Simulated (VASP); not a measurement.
# GaP: single point with PBEsol

The system is GaP.

```
CELL_PARAMETERS angstrom
0.00000 2.57684 2.71818
2.71818 0.00000 2.71818
2.71818 2.57684 0.00000
ATOMIC_POSITIONS crystal
Ga 0.00000 0.00000 0.00000
P 0.75000 0.75000 0.75000
```

This cell differs from its parent crystal: volume 19.039 Å^3 an atom, c/a of the conventional cell 0.9480.

```
Program                : VASP 6.6.1
Task                   : single point
Functional             : PBEsol
Potentials or basis    : VASP PAW PBE potentials, release 64 (Ga_d, P)
Cutoff                 : 520 eV
k mesh                 : 10 × 10 × 10
Occupations            : gaussian, width 0.05 eV
Spin                   : no spin polarisation
Dipole correction      : no
Further INCAR settings : ALGO = Normal; EDIFF = 1e-06; NBANDS = 16
```

| Quantity | Value |
| --- | --- |
| Pressure | 5.0 GPa |
| Band gap on the k mesh | 0.86 eV, indirect (least direct gap 2.05 eV) |

Stress tensor (GPa, compression positive):
```
3.84 0.00 0.00
0.00 7.40 0.00
0.00 0.00 3.84
```

Levels at points of the mesh, in eV from the valence-band top:
```tsv
k point	band 7	band 8	band 9	band 10	band 11	band 12
(0.00, 0.00, 0.00)	-0.29	-0.29	0.00	2.05	3.56	3.67
(0.50, 0.00, 0.00)	-7.25	-1.64	-1.19	1.51	4.22	4.75
(0.50, 0.50, 0.00)	-7.42	-3.00	-2.96	1.33	1.64	10.60
(0.50, 0.00, 0.50)	-7.04	-3.38	-3.38	0.94	1.11	10.78
```

Run time: 37 s on 1 thread of AMD EPYC 9R45 96-Core Processor (Zen 5), with other jobs on the host, peak memory 0.17 GiB.

Caveat: the PAW data sets were made with another functional, which shifts forces and pressure a little. A k mesh can miss the band edges.
